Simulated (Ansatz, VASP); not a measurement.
## Two plane-wave programs on Ag

The input INCAR:

```
SYSTEM = Ag
ALGO = Fast ; EDIFF = 1E-6
ENCUT = 520 ; GGA = PS
ISIF = 2 ; ISMEAR = 0
LASPH = .True. ; LCHARG = .False.
LREAL = .False. ; LWAVE = .False.
NBANDS = 12 ; NELM = 100
PREC = Accurate ; SIGMA = 0.15
```

File KPOINTS:

```
k-points
0
Gamma
  26 26 26
  0 0 0
```

The input POSCAR:

```
Ag
1.0
   -1.6125573273      1.6125573273      1.5722433941
    1.6125573273     -1.6125573273      1.5722433941
    1.6125573273      1.6125573273     -1.5722433941
Ag
1
Direct
    0.0000000000      0.0000000000      0.0000000000
```

Input for Ansatz:

```yaml
crystal:
  lattice:
    - [-1.6125573273, 1.6125573273, 1.5722433941]
    - [1.6125573273, -1.6125573273, 1.5722433941]
    - [1.6125573273, 1.6125573273, -1.5722433941]
  atoms:
    - { symbol: Ag, position: [0.0, 0.0, 0.0] }
basis:
  ecutwfc: 420
kpoints:
  mp_grid: { grid: [26, 26, 26] }
hamiltonian:
  xc: pbesol
scf:
  occupations: { method: gaussian, width: 0.15 }
output:
  forces: true
  stress: true
  eigenvalues: true
```

Change from the starting cell: strain +0.000 along x and y, -0.025 along z, atoms carried along.

Alike in both runs: task single point; functional PBEsol; k mesh 26 × 26 × 26; occupations gaussian, width 0.15 eV; no spin polarisation.

|  | VASP | Ansatz |
| --- | --- | --- |
| version | VASP 6.6.1 | Ansatz 0.2.0 |
| potentials or method | VASP PAW PBE potentials, release 64 (Ag), cutoff 520 eV | scalar-relativistic, plane waves, PAW |
| valence electrons in the cell | 11 | 19 |

|  | VASP | Ansatz | Ansatz less VASP |
| --- | --- | --- | --- |
| gap on the k mesh at the Fermi level (eV) | none | none | - |
| pressure (GPa) | 3.0 | 3.1 | +0.12 |
| traceless stress, the component that is largest in VASP (GPa) | -0.29 | -0.29 | +0.001 |

VASP's potentials were made for PBE, not for PBEsol. A gap of «none» marks a metal or a gap that the smearing closes. The functional is the same, so the differences come from potentials, cutoffs and numerics. VASP's potentials hold 11 valence electrons a cell and Ansatz's 19, so a difference there can come from the potentials and not from the codes.
